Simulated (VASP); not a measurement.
The system is Mg3SnO.

```
CELL_PARAMETERS angstrom
4.34513 0.00000 0.00000
0.00000 4.34513 0.00000
0.00000 0.00000 4.34513
ATOMIC_POSITIONS crystal
Sn 0.00000 0.00000 0.00000
O 0.50000 0.50000 0.50000
Mg 0.50000 0.50000 0.00000
Mg 0.50000 0.00000 0.50000
Mg 0.00000 0.50000 0.50000
```

Base run:

```yaml
Program: VASP 6.6.1
Functional: PBE
Potentials_or_basis: VASP PAW PBE potentials, release 64 (Sn_d, O, Mg)
Cutoff: 520 eV
k_mesh: 6 × 6 × 6
Occupations: fermi-dirac, width 0.02 eV
Spin: no spin polarisation
```

Its results: band gap on the k mesh zero (band 13 reaches 6.30 eV, above the bottom of band 14 at 5.97 eV); pressure 2.0 GPa.

The run is repeated on the same cell with these changes: functional from PBE to r2SCAN; further incar settings from ALGO = Normal; EDIFF = 1e-07; NBANDS = 21 to ALGO = Normal; EDIFF = 1e-06; NBANDS = 21. What comes out?

Band gap on the k mesh zero (band 13 reaches 6.24 eV, above the bottom of band 14 at 6.23 eV); pressure -0.5 GPa.

Caveats: spin-orbit coupling is left out, which moves the levels of the heavy elements; the PAW data sets were made with another functional, which shifts forces and pressure a little (some runs).
